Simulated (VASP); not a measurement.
# AlN (a cell with a defect) in VASP: single point with r2SCAN

Aim: the single point of AlN (a cell with a defect) with r2SCAN.

Program: VASP 6.6.1. These are calculated values, not measurements. Logs are shortened: lines on timing, memory, paths and dates and some standing lists are left out, and cuts for length are marked.

## 1. The cell of the first run

The cell holds a defect, 94 atoms: a = 9.341 Å, b = 10.787 Å, c = 9.967 Å, α = 90.00°, β = 90.00°, γ = 90.00°.

## 2. Single point, r2SCAN

File POSCAR:

```
AlN
1.0
    9.3414480000      0.0000000000      0.0000000000
    0.0000000000     10.7865750000      0.0000000000
    0.0000000000      0.0000000000      9.9670570000
Al N
47 47
Direct
    0.1638550000      0.0803680000      0.2505230000
    0.1653600000      0.0828520000      0.7485130000
    0.9998590000      0.3348890000      0.2511250000
    0.9998690000      0.3337420000      0.7482150000
    0.4998650000      0.0820930000      0.2507620000
    0.4998660000      0.0822780000      0.7483760000
    0.3028160000      0.3170930000      0.2633620000
    0.3296910000      0.3309480000      0.7395460000
    0.1663830000      0.5840110000      0.2505620000
    0.1664120000      0.5836160000      0.7486830000
    0.9998510000      0.8317790000      0.2495940000
    0.9998590000      0.8325560000      0.7492500000
    0.8358420000      0.0803530000      0.2505010000
    0.8343560000      0.0828550000      0.7485010000
    0.6969050000      0.3170540000      0.2633840000
    0.6700930000      0.3309330000      0.7395090000
    0.4998310000      0.6161030000      0.2632370000
    0.4998560000      0.5874520000      0.7392950000
    0.3306250000      0.8365580000      0.2502500000
    0.3325870000      0.8341970000      0.7486770000
    0.8333580000      0.5840290000      0.2506090000
    0.8333230000      0.5836110000      0.7486820000
    0.6690800000      0.8365580000      0.2502380000
    0.6671330000      0.8342000000      0.7486860000
    0.9998650000      0.1687240000      0.4979810000
    0.9998830000      0.1673190000      0.9980200000
    0.3337330000      0.1656530000      0.4989950000
    0.3329410000      0.1657770000      0.9967370000
    0.1685900000      0.4177270000      0.4993500000
    0.1667920000      0.4167720000      0.9963130000
    0.9999100000      0.6661690000      0.4994310000
    0.9998860000      0.6661380000      0.9985460000
    0.6660010000      0.1656610000      0.4989770000
    0.6668480000      0.1657680000      0.9967500000
    0.4999110000      0.4167550000      0.9255560000
    0.3326190000      0.6669190000      0.4991270000
    0.3329690000      0.6673130000      0.9967560000
    0.1647980000      0.9165140000      0.5000570000
    0.1658100000      0.9165140000      0.9975370000
    0.8311790000      0.4177590000      0.4993380000
    0.8329940000      0.4167590000      0.9963490000
    0.6671730000      0.6669200000      0.4991430000
    0.6668080000      0.6673010000      0.9967480000
    0.4998790000      0.9149940000      0.4985520000
    0.4998900000      0.9162950000      0.9983200000
    0.8349720000      0.9165140000      0.5000490000
    0.8339680000      0.9165110000      0.9975290000
    0.9998540000      0.1682650000      0.1901870000
    0.9998660000      0.1673740000      0.6894960000
    0.3331870000      0.1635800000      0.1876330000
    0.3326710000      0.1636520000      0.6897170000
    0.1663150000      0.4183580000      0.1871410000
    0.1649800000      0.4177730000      0.6898960000
    0.9998680000      0.6657200000      0.1894130000
    0.9998620000      0.6665310000      0.6902020000
    0.6665340000      0.1635840000      0.1876400000
    0.6670560000      0.1636410000      0.6896720000
    0.4998840000      0.4167500000      0.7320570000
    0.3307600000      0.6682410000      0.1874320000
    0.3308970000      0.6685140000      0.6896760000
    0.1647310000      0.9161720000      0.1884040000
    0.1654210000      0.9164780000      0.6907270000
    0.8333960000      0.4183670000      0.1872110000
    0.8348030000      0.4177880000      0.6898560000
    0.6689690000      0.6682240000      0.1874300000
    0.6688210000      0.6685250000      0.6896800000
    0.4998660000      0.9156950000      0.1899070000
    0.4998680000      0.9158260000      0.6897350000
    0.8350000000      0.9161910000      0.1884000000
    0.8343030000      0.9164890000      0.6907220000
    0.1645700000      0.0811290000      0.4399570000
    0.1655540000      0.0829100000      0.9396980000
    0.9997730000      0.3360820000      0.4400860000
    0.9998730000      0.3336650000      0.9394920000
    0.4998460000      0.0812010000      0.4396880000
    0.4998800000      0.0827560000      0.9395810000
    0.3187820000      0.3249220000      0.4390090000
    0.3286150000      0.3303730000      0.9403570000
    0.1659800000      0.5842270000      0.4395610000
    0.1666460000      0.5834420000      0.9396020000
    0.9998750000      0.8320750000      0.4398090000
    0.9998800000      0.8324070000      0.9398600000
    0.8351330000      0.0811390000      0.4399390000
    0.8341980000      0.0828930000      0.9396770000
    0.6808400000      0.3249940000      0.4390010000
    0.6711820000      0.3303420000      0.9403470000
    0.4998970000      0.6001260000      0.4389850000
    0.4998790000      0.5885310000      0.9402080000
    0.3303570000      0.8355710000      0.4398990000
    0.3327660000      0.8342150000      0.9396650000
    0.8338340000      0.5842890000      0.4396090000
    0.8331030000      0.5834230000      0.9396010000
    0.6693900000      0.8355560000      0.4398860000
    0.6669890000      0.8342040000      0.9396710000
```

File INCAR.step1:

```
PREC = Accurate ; ENCUT = 520
ISMEAR = -1 ; SIGMA = 0.05
LREAL = Auto ; LASPH = T
NELM = 100 ; ISYM = 0
NBANDS = 241 ; GGA = PE
ALGO = Normal ; EDIFF = 1E-4
LWAVE = T ; LCHARG = F
```

File INCAR.step2:

```
PREC = Accurate ; ENCUT = 520
EDIFF = 1E-6 ; ISMEAR = -1
SIGMA = 0.05 ; LREAL = Auto
LASPH = T ; NELM = 100
ALGO = Normal ; ISIF = 2
LWAVE = F ; LCHARG = F
METAGGA = R2SCAN ; LMIXTAU = T
ISYM = 0 ; NBANDS = 241
ISTART = 1
```

File KPOINTS:

```
Automatic mesh
0
Gamma
  1 1 1
  0.25 0.25 0.25
```

Potentials or basis: VASP PAW PBE potentials, release 64 (Al, N).

On the command line:

```
$ cat potpaw_PBE.64/Al/POTCAR potpaw_PBE.64/N/POTCAR > POTCAR
$ cp INCAR.step1 INCAR
$ mpirun -np 1 vasp_std > vasp.out
$ cp INCAR.step2 INCAR
$ mpirun -np 1 vasp_std > vasp.out
```

OUTCAR:

```text
PREC = Accurate
   ENCUT = 520
   EDIFF = 1E-6
   ISMEAR = -1
   LREAL = Auto
   LASPH = T
   NELM = 100
   ISIF = 2
   METAGGA = R2SCAN
   ISYM = 0
   ISTART = 1

 ion  position               nearest neighbor table
   1  0.164  0.080  0.251-  61 1.88  71 1.89  48 1.90  50 1.92   7 2.87  38 3.05  25 3.06  19 3.06
                            13 3.06  39 3.08  27 3.08  11 3.09  26 3.09  28 3.12   5 3.14   3 3.14
   2  0.165  0.083  0.749-  51 1.88  62 1.88  49 1.89  72 1.91  38 3.06  28 3.06  39 3.06  26 3.07
                            27 3.08  25 3.08   8 3.09  14 3.09  20 3.10  12 3.11   4 3.12   6 3.12
   3  1.000  0.335  0.251-  73 1.88  48 1.90  63 1.91  52 1.91   7 2.84  15 2.84  25 3.04  40 3.07
                            29 3.07  26 3.10   9 3.10  21 3.11  41 3.11  30 3.11   1 3.14  13 3.14
   4  1.000  0.334  0.748-  64 1.88  53 1.88  49 1.89  74 1.91  30 3.06  41 3.06  25 3.06  26 3.07
                            29 3.08  40 3.08  16 3.08   8 3.08  22 3.11  10 3.11   2 3.12  14 3.12
   5  0.500  0.082  0.251-  75 1.88  67 1.89  56 1.90  50 1.90  33 3.06  27 3.06  44 3.06  23 3.08
                            19 3.08  45 3.09  28 3.11  34 3.11  15 3.13   7 3.14  13 3.14   1 3.14
   6  0.500  0.082  0.748-  51 1.88  57 1.88  68 1.89  76 1.91  28 3.06  34 3.06  27 3.07  33 3.07
                            45 3.07  44 3.08  24 3.10  20 3.10   8 3.12  16 3.12  14 3.12   2 3.12
   7  0.303  0.317  0.263-  77 1.76  50 1.84  52 1.84   3 2.84   1 2.87  27 2.88  29 2.88  28 3.13
                             5 3.14  30 3.14   9 3.15
   8  0.330  0.331  0.740-  58 1.84  53 1.87  51 1.87  78 2.00  35 2.61  29 2.98  27 2.99   4 3.08
                             2 3.09  30 3.12   6 3.12  28 3.12  10 3.12  16 3.18  18 3.19
   9  0.166  0.584  0.251-  79 1.88  54 1.89  59 1.89  52 1.90  36 3.06  31 3.06  29 3.06  32 3.08
[... 37 lines left out ...]
  28  0.333  0.166  0.997-  78 1.86  76 1.89  72 1.89  50 1.90   6 3.06   2 3.06   5 3.11  39 3.11
                            45 3.11  26 3.11  34 3.12  30 3.12   1 3.12   8 3.12   7 3.13  35 3.20
  29  0.169  0.418  0.499-  77 1.83  79 1.89  53 1.90  73 1.90   7 2.88   8 2.98   9 3.06  10 3.06
                             3 3.07   4 3.08  36 3.09  31 3.11  25 3.11  27 3.13  40 3.15
  30  0.167  0.417  0.996-  78 1.86  80 1.88  74 1.89  52 1.90  10 3.05   4 3.06   3 3.11  32 3.11
                            26 3.11   9 3.11  37 3.12   8 3.12  41 3.12  28 3.12   7 3.14  35 3.19
  31  1.000  0.666  0.499-  91 1.88  79 1.88  81 1.89  55 1.90  21 3.06   9 3.06  10 3.06  22 3.06
                            11 3.06  12 3.07  36 3.11  42 3.11  40 3.11  29 3.11  38 3.11  46 3.11
  32  1.000  0.666  0.999-  82 1.89  80 1.89  92 1.89  54 1.90  12 3.07  10 3.07  22 3.07  11 3.07
                             9 3.08  21 3.08  30 3.11  41 3.11  43 3.11  37 3.11  47 3.11  39 3.11
  33  0.666  0.166  0.499-  85 1.82  75 1.89  57 1.90  83 1.92  15 2.87  16 2.99   5 3.06   6 3.07
                            14 3.08  13 3.08  27 3.10  46 3.12  44 3.12  25 3.12  40 3.13
  34  0.667  0.166  0.997-  86 1.86  76 1.89  84 1.89  56 1.90  14 3.06   6 3.06   5 3.11  47 3.11
                            45 3.11  26 3.11  28 3.12  13 3.12  41 3.12  16 3.12  15 3.13  35 3.20
  35  0.500  0.417  0.926-  86 1.86  78 1.86  88 1.86  58 1.93   8 2.61  16 2.61  18 2.61  41 3.19
                            30 3.19  43 3.20  37 3.20  34 3.20  28 3.20
  36  0.333  0.667  0.499-  87 1.82  79 1.89  60 1.90  89 1.91  17 2.88  18 2.98   9 3.06  10 3.07
                            20 3.07  19 3.08  29 3.09  44 3.10  31 3.11  38 3.12  42 3.13
  37  0.333  0.667  0.997-  88 1.86  80 1.89  90 1.89  59 1.90  10 3.06  20 3.06   9 3.10  45 3.11
                            39 3.11  32 3.11  30 3.12  19 3.12  43 3.12  18 3.12  17 3.13  35 3.20
  38  0.165  0.917  0.500-  71 1.87  89 1.87  81 1.89  62 1.90   1 3.05  19 3.06   2 3.06  12 3.06
                            20 3.06  11 3.07  46 3.08  31 3.11  36 3.12  27 3.12  25 3.13  44 3.13
  39  0.166  0.917  0.998-  90 1.88  72 1.89  82 1.89  61 1.90  12 3.06  20 3.06   2 3.06  19 3.08
                             1 3.08  11 3.09  47 3.10  37 3.11  28 3.11  32 3.11  26 3.12  45 3.12
  40  0.831  0.418  0.499-  85 1.83  91 1.89  73 1.90  64 1.90  15 2.88  16 2.98  21 3.06  22 3.06
                             3 3.07   4 3.08  42 3.09  31 3.11  25 3.11  33 3.13  29 3.15
  41  0.833  0.417  0.996-  86 1.86  92 1.88  74 1.89  63 1.90  22 3.05   4 3.06   3 3.11  32 3.11
                            26 3.11  21 3.11  43 3.12  30 3.12  16 3.12  34 3.12  15 3.14  35 3.19
  42  0.667  0.667  0.499-  87 1.82  91 1.89  66 1.90  93 1.91  17 2.88  18 2.98  21 3.06  22 3.07
[... 325 lines left out ...]
   ISIF   =      2    stress and relaxation
   ISYM   =      0    0-nonsym 1-usesym 2-fastsym
   POTIM  = 0.5000    time-step for ionic-motion
   TEBEG  =    0.0;   TEEND  =   0.0 temperature during run
   PSTRESS=    0.0 pullay stress
   NELECT =     376.0000    total number of electrons
   NUPDOWN=      -1.0000    fix difference up-down
   EMIN   =  10.00;   EMAX   =-10.00  energy-range for DOS
   EFERMI =   0.00;   METHOD = LEGACY
   ISMEAR =    -1;   SIGMA  =   0.05  broadening in eV -4-tet -1-fermi 0-gaus
   EFERMI_NEDOS =   21; number of points for ismear=-14 and -15
   IALGO  =     38    algorithm
   IMIX   =      4    mixing-type and parameters
     AMIX     =   0.40;   BMIX     =  1.00
     AMIX_MAG =   1.60;   BMIX_MAG =  1.00
  volume/ion in A,a.u.               =      10.68        72.10
  Fermi-wavevector in a.u.,A,eV,Ry     =   1.179911  2.229708 18.941891  1.392190
  Thomas-Fermi vector in A             =   2.316213
   LORBIT       =      0    0 simple, 1 ext, 2 COOP (PROOUT), +10 PAW based schemes
   METAGGA = R2SCAN    functional components
   LHFCALC =     F    Hartree Fock is set to
   AEXX    =    0.0000 exact exchange contribution
   IVDW    =     0    specifies the selected vdW correction
   LEPSILON=     F    determine dielectric tensor
   LRPA    =     F    only Hartree local field effects (RPA)
 non-spin polarized calculation
  energy-cutoff  :      520.00
  volume of cell :     1004.30
 maximum number of plane-waves:     27045
 NGX is ok and might be reduce to    70
   NGX = 35   NGY = 41   NGZ = 37

 number of electron     375.9999980 magnetization

 Free energy of the ion-electron system (eV)
  ---------------------------------------------------
  ext. energy  EPLUGINS =         0.00000000
  ---------------------------------------------------
  free energy    TOTEN  =      -894.97707750 eV

  energy without entropy =     -894.97707593  energy(sigma->0) =     -894.97707672

 E-fermi :   7.1765     XC(G=0): -11.2446

 val. band max:        6.4509054688   @ k =  -0.2500  -0.2500   0.2500
 cond. band min:       7.9011323892   @ k =  -0.2500  -0.2500   0.2500
 fundamental gap:      1.4502269204
 Fermi energy:         7.1764979971

 k-point     1 :       0.2500    0.2500    0.2500
  band No.  band energies     occupation
      1     -10.2308      2.00000
      2      -9.8781      2.00000
      3      -9.7840      2.00000
      4      -9.7114      2.00000
      5      -9.4523      2.00000
      6      -9.4065      2.00000
[... 801 lines left out ...]
    199      11.9502      0.00000
    200      12.0377      0.00000
 [bands above 200 left out]

------------------------ aborting loop because EDIFF is reached ----------------------------------------

  FORCE on cell =-STRESS in cart. coord.  units (eV):
  Direction    XX          YY          ZZ          XY          YZ          ZX
  --------------------------------------------------------------------------------------
  -------------------------------------------------------------------------------------
  Total        5.5160794      6.4624662      3.2206028     -0.0361562      0.0209957     -0.0216821
  in kB        8.7998726     10.3096555      5.1378692     -0.0576805      0.0334948     -0.0345897
  external PRESSURE =       8.0824658 kB  Pullay stress =       0.0000000 kB

 VOLUME and BASIS-vectors are now :
 -----------------------------------------------------------------------------
  energy-cutoff  :      520.00
  volume of cell :     1004.30
      direct lattice vectors                 reciprocal lattice vectors
     9.341448000  0.000000000  0.000000000     0.107049785  0.000000000  0.000000000
     0.000000000 10.786575000  0.000000000     0.000000000  0.092707834  0.000000000
     0.000000000  0.000000000  9.967057000     0.000000000  0.000000000  0.100330519

 POSITION                                       TOTAL-FORCE (eV/Angst)
 -----------------------------------------------------------------------------------
      1.53064      0.86690      2.49698        -0.004243     -0.035488      0.000363
      1.54470      0.89369      7.46047         0.017199      0.003010      0.001203
      9.34013      3.61231      2.50298        -0.000569      0.007267      0.001498
      9.34022      3.59993      7.45750         0.002519      0.012419      0.010496
      4.66946      0.88550      2.49936        -0.001818      0.010278      0.012746
      4.66947      0.88750      7.45911        -0.000475      0.011434     -0.006249
[... 86 lines left out ...]
      6.25307      9.01279      4.38437         0.000502      0.002275     -0.025757
      6.23064      8.99820      9.36575         0.002130     -0.005470     -0.008859
 -----------------------------------------------------------------------------------
    total drift:                                0.000110     -0.026353     -0.261759

  FREE ENERGIE OF THE ION-ELECTRON SYSTEM (eV)
  ---------------------------------------------------
  free  energy   TOTEN  =      -894.9770774998 eV

  energy  without entropy=     -894.9770759338  energy(sigma->0) =     -894.97707672
```

Run time: 3 h. Hardware: 1 thread of Oxide Virtual Turin-like, shared host; peak memory 1.3 GiB.

What came out:

- Free energy: -894.9771 eV
- Pressure: 0.8 GPa
- Largest force: 0.234 eV/Å
- Band gap on the k mesh: 1.45 eV

Forces on the atoms (eV/Å):
```
Al  -0.004 -0.035  0.000
Al   0.017  0.003  0.001
Al  -0.001  0.007  0.001
Al   0.003  0.012  0.010
Al  -0.002  0.010  0.013
Al   0.000  0.011 -0.006
Al  -0.130 -0.090  0.107
Al   0.063  0.033  0.027
Al   0.001  0.005  0.008
Al   0.002  0.001 -0.007
Al   0.003  0.001 -0.003
Al   0.001  0.000 -0.003
Al   0.007 -0.032  0.006
Al  -0.014  0.003  0.000
Al   0.133 -0.079  0.106
Al  -0.066  0.037  0.029
Al   0.011  0.158  0.125
Al   0.002 -0.065  0.029
Al  -0.027  0.019  0.004
Al  -0.007 -0.004 -0.002
Al  -0.005  0.004  0.005
Al  -0.004  0.003 -0.009
Al   0.031  0.015  0.004
Al   0.010 -0.004 -0.003
Al  -0.002 -0.029  0.034
Al  -0.001 -0.013  0.016
Al   0.018  0.046  0.006
Al  -0.001  0.012  0.019
Al   0.043 -0.025  0.001
Al   0.013 -0.007  0.024
Al   0.000  0.008 -0.002
Al  -0.003  0.007  0.006
Al  -0.024  0.053  0.004
Al  -0.005  0.012  0.018
Al  -0.001 -0.010 -0.234
Al   0.025 -0.043  0.008
Al  -0.005 -0.010  0.020
Al   0.006 -0.009  0.000
Al  -0.005 -0.004  0.019
Al  -0.062 -0.025 -0.001
Al  -0.017 -0.004  0.025
Al  -0.028 -0.041  0.005
Al   0.001 -0.009  0.022
Al   0.001  0.036  0.020
Al  -0.002  0.006  0.009
Al  -0.014 -0.008  0.000
Al  -0.001 -0.004  0.021
N    0.000 -0.002  0.005
N   -0.001  0.001 -0.004
N   -0.021  0.073  0.034
N   -0.008  0.017 -0.017
N    0.034 -0.058  0.046
N    0.007 -0.016 -0.014
N    0.000  0.003 -0.010
N    0.002  0.002 -0.014
N    0.021  0.068  0.031
N    0.010  0.019 -0.013
N    0.002  0.005  0.127
N    0.071 -0.022  0.035
N    0.020 -0.001 -0.011
N    0.019  0.012  0.007
N    0.001  0.006 -0.015
N   -0.033 -0.060  0.036
N   -0.012 -0.019 -0.009
N   -0.075 -0.021  0.037
N   -0.017 -0.003 -0.008
N   -0.001  0.003 -0.008
N   -0.001 -0.002 -0.008
N   -0.022  0.006  0.005
N   -0.001  0.003 -0.015
N   -0.003 -0.007 -0.029
N    0.003  0.000 -0.008
N    0.019 -0.011 -0.040
N    0.002  0.004 -0.004
N    0.003 -0.008 -0.031
N    0.002  0.008 -0.011
N   -0.130 -0.053 -0.141
N    0.022  0.017  0.017
N   -0.007  0.009 -0.020
N    0.010 -0.003 -0.017
N    0.002  0.013 -0.012
N    0.001  0.005 -0.018
N    0.006 -0.008 -0.029
N   -0.001  0.003 -0.006
N    0.136 -0.058 -0.131
N   -0.021  0.020  0.015
N   -0.002  0.138 -0.147
N    0.000 -0.024  0.025
N    0.001 -0.003 -0.027
N    0.000 -0.007 -0.009
N    0.002  0.002 -0.025
N   -0.005 -0.002 -0.017
N    0.001  0.002 -0.026
N    0.002 -0.005 -0.009
```

Caveat: the PAW data sets were made with another functional, which shifts forces and pressure a little.
